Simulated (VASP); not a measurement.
# TaH5 (P6/mmm) in VASP: further runs, part 2 of 2

VASP 6.6.1.

## Step 3: Relaxation of cell and atoms, PBE

This run uses another cell than the first one, of 5.07 Å³/atom, 0.511 times its volume.

Input file INCAR:

```
SYSTEM = TaH5
ALGO     = Normal         ! electronic algorithm
EDIFF    = 1E-6           ! SCF threshold, eV
EDIFFG   = -0.01          ! ionic threshold
ENCUT    = 600            ! plane-wave cutoff, eV
GGA      = PE             ! functional
IBRION   = 2              ! ionic algorithm
ISIF     = 3              ! what is computed and relaxed
ISMEAR   = 0              ! smearing method
LASPH    = .True.         ! aspherical terms in the spheres
LCHARG   = .False.        ! write CHGCAR
LREAL    = .False.        ! projectors in reciprocal space
LWAVE    = .False.        ! write WAVECAR
NELM     = 60             ! most SCF steps
NSW      = 100            ! ionic steps
PREC     = Accurate       ! precision mode
SIGMA    = 0.1            ! smearing width, eV
```

Input file KPOINTS:

```
k-points
0
Gamma
  12 12 12
  0 0 0
```

Input file POSCAR:

```
TaH5
1.0
    3.4516926323      0.0000000000      0.0000000000
   -1.7258463162      2.9892535056      0.0000000000
    0.0000000000      0.0000000000      2.9497313860
Ta H
1 5
Direct
    0.0000000000      0.0000000000      0.0000000000
    0.3333333333      0.6666666667      0.0000000000
    0.6666666667      0.3333333333      0.0000000000
    0.5000000000      0.0000000000      0.5000000000
    0.5000000000      0.5000000000      0.5000000000
    0.0000000000      0.5000000000      0.5000000000
```

Potentials or basis: VASP PAW PBE potentials, release 64 (Ta_pv, H).

Run with:

```console
$ cat potpaw_PBE.64/Ta_pv/POTCAR potpaw_PBE.64/H/POTCAR > POTCAR
$ mpirun -np 1 vasp_std > vasp.out
```

OUTCAR:

```text
SYSTEM = TaH5
   EDIFF = 1E-6
   EDIFFG = -0.01
   ENCUT = 600
   GGA = PE
   IBRION = 2
   ISIF = 3
   ISMEAR = 0
   LASPH = .True.
   LREAL = .False.
   NELM = 60
   NSW = 100
   PREC = Accurate

 ion  position               nearest neighbor table
   1  0.000  0.000  0.000-   2 1.99   3 1.99   3 1.99   2 1.99   3 1.99   2 1.99
   2  0.333  0.667  0.000-   1 1.99   1 1.99   1 1.99
   3  0.667  0.333  0.000-   1 1.99   1 1.99   1 1.99
   4  0.500  0.000  0.500-
   5  0.500  0.500  0.500-
   6  0.000  0.500  0.500-

  LATTYP: Found a hexagonal cell.
 ALAT       =     3.4516926323
 C/A-ratio  =     0.8545753345

  Lattice vectors:

 A1 = (   3.4516926323,   0.0000000000,   0.0000000000)
 A2 = (  -1.7258463162,   2.9892535056,   0.0000000000)
 A3 = (   0.0000000000,   0.0000000000,   2.9497313860)

Analysis of symmetry for initial positions (statically):
=====================================================================
 Subroutine PRICEL returns:
 Original cell was already a primitive cell.

 Routine SETGRP: Setting up the symmetry group for a
 hexagonal supercell.

 Subroutine GETGRP returns: Found 24 space group operations
 (whereof 24 operations were pure point group operations)
 out of a pool of 24 trial point group operations.

The static configuration has the point symmetry D_6h.

Analysis of symmetry for dynamics (positions and initial velocities):
=====================================================================
 Subroutine PRICEL returns:
 Original cell was already a primitive cell.

 Routine SETGRP: Setting up the symmetry group for a
 hexagonal supercell.

 Subroutine GETGRP returns: Found 24 space group operations
 (whereof 24 operations were pure point group operations)
 out of a pool of 24 trial point group operations.

The dynamic configuration has the point symmetry D_6h.

 Subroutine INISYM returns: Found 24 space group operations
 (whereof 24 operations are pure point group operations),
 and found     1 'primitive' translations

----------------------------------------------------------------------------------------

                                     Primitive cell

  volume of cell :      30.4353

  direct lattice vectors                    reciprocal lattice vectors
     3.451692632  0.000000000  0.000000000     0.289712934  0.167265840  0.000000000
    -1.725846316  2.989253506  0.000000000     0.000000000  0.334531681  0.000000000
     0.000000000  0.000000000  2.949731386     0.000000000  0.000000000  0.339013920

  length of vectors
     3.451692632  3.451692632  2.949731386     0.334531681  0.334531681  0.339013920

  position of ions in fractional coordinates (direct lattice)
     0.000000000  0.000000000  0.000000000
     0.333333333  0.666666667  0.000000000
     0.666666667  0.333333333  0.000000000
     0.500000000  0.000000000  0.500000000
     0.500000000  0.500000000  0.500000000
     0.000000000  0.500000000  0.500000000

  ion indices of the primitive-cell ions
   primitive index   ion index
                 1           1
                 2           2
                 3           3
                 4           4
[... 57 lines left out ...]
   number of dos      NEDOS =    301   number of ions     NIONS =      6
   total plane-waves  NPLWV =  18816
   dimension x,y,z NGX =    28 NGY =   28 NGZ =   24
   dimension x,y,z NGXF=    56 NGYF=   56 NGZF=   48
   ions per type =               1   5
   NGX,Y,Z   is equivalent  to a cutoff of  13.49, 13.49, 13.53 a.u.
   NGXF,Y,Z  is equivalent  to a cutoff of  26.97, 26.97, 27.05 a.u.
 SYSTEM =  TaH5
   PREC   = accura    normal or accurate (medium, high low for compatibility)
   ISTART =      0    job   : 0-new  1-cont  2-samecut
   ICHARG =      2    charge: 1-file 2-atom 10-const
   ISPIN  =      1    spin polarized calculation?
   LNONCOLLINEAR =      F non collinear calculations
   LSORBIT =      F    spin-orbit coupling
   LASPH  =      T    aspherical Exc in radial PAW
   ENCUT  =  600.0 eV  44.10 Ry    6.64 a.u.   6.89  6.89  5.89*2*pi/ulx,y,z
   NELM   =     60;   NELMIN=  2; NELMDL= -5     # of ELM steps
   EDIFF  = 0.1E-05   stopping-criterion for ELM
   LREAL  =      F    real-space projection
   EDIFFG = -.1E-01   stopping-criterion for IOM
   NSW    =    100    number of steps for IOM
   IBRION =      2    ionic relax: 0-MD 1-quasi-New 2-CG
   NFREE  =      1    steps in history (QN), initial steepest desc. (CG)
   ISIF   =      3    stress and relaxation
   ISYM   =      2    0-nonsym 1-usesym 2-fastsym
   POTIM  = 0.5000    time-step for ionic-motion
   TEBEG  =    0.0;   TEEND  =   0.0 temperature during run
   PSTRESS=    0.0 pullay stress
   NELECT =      16.0000    total number of electrons
   NUPDOWN=      -1.0000    fix difference up-down
   EMIN   =  10.00;   EMAX   =-10.00  energy-range for DOS
   EFERMI =   0.00;   METHOD = LEGACY
   ISMEAR =     0;   SIGMA  =   0.10  broadening in eV -4-tet -1-fermi 0-gaus
   EFERMI_NEDOS =   21; number of points for ismear=-14 and -15
   IALGO  =     38    algorithm
   IMIX   =      4    mixing-type and parameters
     AMIX     =   0.40;   BMIX     =  1.00
     AMIX_MAG =   1.60;   BMIX_MAG =  1.00
  volume/ion in A,a.u.               =       5.07        34.23
  Fermi-wavevector in a.u.,A,eV,Ry     =   1.321262  2.496824 23.752154  1.745734
  Thomas-Fermi vector in A             =   2.451029
   LORBIT       =      0    0 simple, 1 ext, 2 COOP (PROOUT), +10 PAW based schemes
   GGA     = PE    functional components
   LHFCALC =     F    Hartree Fock is set to
   AEXX    =    0.0000 exact exchange contribution
   IVDW    =     0    specifies the selected vdW correction
   LEPSILON=     F    determine dielectric tensor
   LRPA    =     F    only Hartree local field effects (RPA)
 conjugate gradient relaxation of ions
 non-spin polarized calculation
 Gauss-broadening in eV      SIGMA  =   0.10
  energy-cutoff  :      600.00
  volume of cell :       30.44
 maximum number of plane-waves:      1030
 NGX is ok and might be reduce to    28
   NGX = 13   NGY = 13   NGZ = 11

--------------------------------------- Ionic step        1  -------------------------------------------

 number of electron      16.0000001 magnetization

 Free energy of the ion-electron system (eV)
  ---------------------------------------------------
  ext. energy  EPLUGINS =         0.00000000
  ---------------------------------------------------
  free energy    TOTEN  =       -26.07311162 eV

  energy without entropy =      -26.07056056  energy(sigma->0) =      -26.07183609

------------------------ aborting loop because EDIFF is reached ----------------------------------------

  FORCE on cell =-STRESS in cart. coord.  units (eV):
  Direction    XX          YY          ZZ          XY          YZ          ZX
  --------------------------------------------------------------------------------------
  -------------------------------------------------------------------------------------
  Total       -0.4177290     -0.4177290      0.9397518      0.0000000      0.0000000      0.0000000
  in kB      -21.9901366    -21.9901366     49.4705109      0.0000000      0.0000000      0.0000000
  external PRESSURE =       1.8300792 kB  Pullay stress =       0.0000000 kB
[... 67 lines left out ...]
--------------------------------------- Ionic step        3  -------------------------------------------

 number of electron      16.0000001 magnetization

 Free energy of the ion-electron system (eV)
  ---------------------------------------------------
  ext. energy  EPLUGINS =         0.00000000
  ---------------------------------------------------
  free energy    TOTEN  =       -26.08289773 eV

  energy without entropy =      -26.07956295  energy(sigma->0) =      -26.08123034

 E-fermi :   5.6342     XC(G=0): -12.2120

 val. band max:        5.6330775507   @ k =   0.2500   0.1667   0.0833
 cond. band min:       5.6383798446   @ k =   0.2500   0.0000   0.4167
 fundamental gap:      0.0053022939
 Fermi energy:         5.6341837788

 k-point     1 :       0.0000    0.0000    0.0000
  band No.  band energies     occupation
      1     -29.7532      2.00000
      2     -29.7532      2.00000
      3     -29.4234      2.00000
      4      -8.5189      2.00000
      5       0.2950      2.00000
      6       2.0078      2.00000
      7       2.0078      2.00000
      8       4.0523      2.00000
      9       8.2434      0.00000
     10       8.2434      0.00000
     11      10.4487      0.00000
     12      12.0538      0.00000
[... 331 lines left out ...]
 k-point    24 :       0.3333    0.0000    0.0833
  band No.  band energies     occupation
      1     -29.9574      2.00000
      2     -29.7939      2.00000
      3     -29.4428      2.00000
      4      -6.2313      2.00000
      5      -2.4081      2.00000
      6       1.4526      2.00000
      7       3.7736      2.00000
      8       4.8031      2.00000
      9       7.3072      0.00000
     10       7.7252      0.00000
     11       9.2209      0.00000
     12       9.3695      0.00000

 [... further k-points ...]
[... 5 lines left out ...]
  --------------------------------------------------------------------------------------
  -------------------------------------------------------------------------------------
  Total        0.0490391      0.0490391      0.0051199     -0.0000000      0.0000000      0.0000000
  in kB        2.5774959      2.5774959      0.2691035     -0.0000000      0.0000000      0.0000000
  external PRESSURE =       1.8080318 kB  Pullay stress =       0.0000000 kB
[... 21 lines left out ...]
  FREE ENERGIE OF THE ION-ELECTRON SYSTEM (eV)
  ---------------------------------------------------
  free  energy   TOTEN  =       -26.0828977254 eV

  energy  without entropy=      -26.0795629476  energy(sigma->0) =      -26.08123034

 reached required accuracy - stopping structural energy minimisation
```

It took 2.1 min on 1 thread of Intel Xeon Platinum 8259CL at 2.50GHz (Skylake/Cascade Lake), shared host; peak memory 0.2 GiB.

Results:

* Free energy: -26.0829 eV
* Relaxed volume: 5.08 Å³/atom
* Relaxed cell: a = 3.428 Å, b = 3.428 Å, c = 2.996 Å, α = 90.00°, β = 90.00°, γ = 120.00°
* Space group after relaxing (to 0.05 Å): P6/mmm (No. 191)
* Energy gained by relaxing: 1.6 meV/atom
* Ionic steps: 3
* Pressure after relaxing: 0.2 GPa
* Band gap on the k mesh: zero (band 8 reaches 7.02 eV, above the bottom of band 9 at 4.61 eV)

Stress tensor (GPa, compression positive):
```
0.26 0.00 0.00
0.00 0.26 0.00
0.00 0.00 0.03
```

The path:
| step | energy change (eV) | largest force (eV/Å) | pressure (GPa) | volume (Å³) |
| --- | --- | --- | --- | --- |
| 1 | 0.0000 | 0.0000 | 0.18 | 30.44 |
| 2 | -0.0074 | 0.0000 | 0.15 | 30.46 |
| 3 | -0.0098 | 0.0000 | 0.18 | 30.48 |

Final structure:
```
Ta H
1.0
     3.42778    0.00000    0.00000
    -1.71389    2.96855    0.00000
     0.00000    0.00000    2.99570
Ta H
1 5
Direct
  0.00000 0.00000 0.00000
  0.33333 0.66667 0.00000
  0.66667 0.33333 0.00000
  0.50000 0.00000 0.50000
  0.50000 0.50000 0.50000
  0.00000 0.50000 0.50000
```

Caveat: spin-orbit coupling is left out, which moves the levels of the heavy elements.
